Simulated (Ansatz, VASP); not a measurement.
## HfO2: VASP beside Ansatz

```xyz
3
Lattice="0.0000 2.6849 2.4379 2.6849 0.0000 2.4379 2.6849 2.6849 0.0000" Properties=species:S:1:pos:R:3 pbc="T T T"
Hf    0.0000    0.0000    0.0000
O     1.3425    1.3425    1.2189
O     4.0274    4.0274    3.6568
```

Alike in both runs: task single point; functional PBEsol; k mesh 8 × 8 × 8; occupations gaussian, width 0.05 eV; no spin polarisation.

|  | VASP | Ansatz |
| --- | --- | --- |
| version | VASP 6.6.1 | Ansatz 0.2.0 |
| potentials or method | VASP PAW PBE potentials, release 64 (Hf_pv, O), cutoff 520 eV | scalar-relativistic, plane waves, PAW |
| valence electrons in the cell | 22 | 38 |

Ansatz gave:

- gap on the k mesh at the Fermi level (eV): 2.38
- least direct gap on the mesh (eV): 2.62
- pressure (GPa): -19.5
- traceless stress, the component that is largest in VASP (GPa): 26.66

**Question.** Which values does VASP return?

**Answer.** gap on the k mesh at the Fermi level (eV): 2.36; least direct gap on the mesh (eV): 2.60; pressure (GPa): -22.4; traceless stress, the component that is largest in VASP (GPa): 27.03.

VASP's potentials were made for PBE, not for PBEsol. With one functional, cell and mesh, what is left measures potentials, basis and numerics. VASP's potentials hold 22 valence electrons a cell and Ansatz's 38, so a difference there can come from the potentials and not from the codes.

Neither program's run includes spin-orbit coupling.
